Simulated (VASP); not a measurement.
Set up this calculation in VASP 6.6.1, as the native input.

- Task: single point
- Functional: PBE
- Potentials or basis: VASP PAW PBE potentials, release 64 (Cd, S)
- Cutoff: 520 eV
- k mesh: 10 × 10 × 6
- Occupations: fermi-dirac, width 0.01 eV
- Spin: no spin polarisation
- Dipole correction: no
- Further INCAR settings: ALGO = Normal; EDIFF = 1e-07; NBANDS = 26

The structure of CdS lies in POSCAR:

```
CdS
1.0
    4.1970298733      0.0000000000      0.0000000000
   -2.0985149367      3.6347344907      0.0000000000
    0.0000000000      0.0000000000      6.8278775522
Cd S
2 2
Direct
    0.3333333333      0.6666666667      0.0041671622
    0.6666666667      0.3333333333      0.5041671622
    0.3333333333      0.6666666667      0.3808328378
    0.6666666667      0.3333333333      0.8808328378
```

These files were run (other wordings do the same):

INCAR

```
SYSTEM = CdS
ALGO = Normal ; EDIFF = 1E-7
ENCUT = 520 ; GGA = PE
ISIF = 2 ; ISMEAR = -1
LASPH = .True. ; LCHARG = .False.
LREAL = .False. ; LWAVE = .False.
NBANDS = 26 ; NELM = 60
PREC = Accurate ; SIGMA = 0.01
```

KPOINTS

```
k-points
0
Gamma
  10 10 6
  0 0 0
```

Potentials or basis: VASP PAW PBE potentials, release 64 (Cd, S).

Launch:

```console
$ cat potpaw_PBE.64/Cd/POTCAR potpaw_PBE.64/S/POTCAR > POTCAR
$ mpirun -np 1 vasp_std > vasp.out
```

It gave:

| Property | Result |
| --- | --- |
| Pressure | 0.3 GPa |
| Band gap on the k mesh | 1.11 eV, direct |

Wall time 86 s on 1 thread of Intel(R) Xeon(R) 6975P-C (Granite Rapids) (shared host), peak memory 0.29 GiB.
